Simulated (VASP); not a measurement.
Input of a VASP 6.6.1 run:

Contents of INCAR:

```
SYSTEM = SrTiO3
ALGO = Normal
EDIFF = 1E-6
ENCUT = 520
GGA = PE
ISIF = 2
ISMEAR = 0
LASPH = .TRUE.
LCHARG = .FALSE.
LREAL = .FALSE.
LWAVE = .FALSE.
NBANDS = 28
NELM = 80
PREC = Accurate
SIGMA = 0.05
```

File KPOINTS:

```
k-points
0
G
  8 8 8
  0 0 0
```

The input POSCAR:

```
SrTiO3
1.0
    3.9364094381      0.0000000000      0.0000000000
    0.0000000000      3.9364094381      0.0000000000
    0.0000000000      0.0000000000      3.9364094381
Sr Ti O
1 1 3
Direct
    0.0006835254      0.0000000000      0.0000000000
    0.5032269229      0.5000000000      0.5000000000
   -0.0048775414      0.5000000000      0.5000000000
    0.4957398015      0.0000000000      0.5000000000
    0.4957398015      0.5000000000      0.0000000000
```

Potentials or basis: VASP PAW PBE potentials, release 64 (Sr_sv, Ti_sv, O).

Command:

```console
$ cat potpaw_PBE.64/Sr_sv/POTCAR potpaw_PBE.64/Ti_sv/POTCAR potpaw_PBE.64/O/POTCAR > POTCAR
$ mpirun -np 1 vasp_std > vasp.out
```

Problem. Predict the pressure.

Solution. 0.7 GPa.

Problem. What does it give for the largest force?

Solution. 0.026 eV/Å.

Problem. Predict the band gap on the k mesh.

Solution. 1.81 eV, indirect (least direct gap 2.20 eV).

Stress tensor (GPa, compression positive):
```
0.86 0.00 0.00
0.00 0.69 0.00
0.00 0.00 0.69
```

Caveat: the cell differs from its parent crystal (mode 1 frozen in at -0.019 Å and mode 7 at +0.000 Å (largest displacements)). A k mesh can miss the band edges.
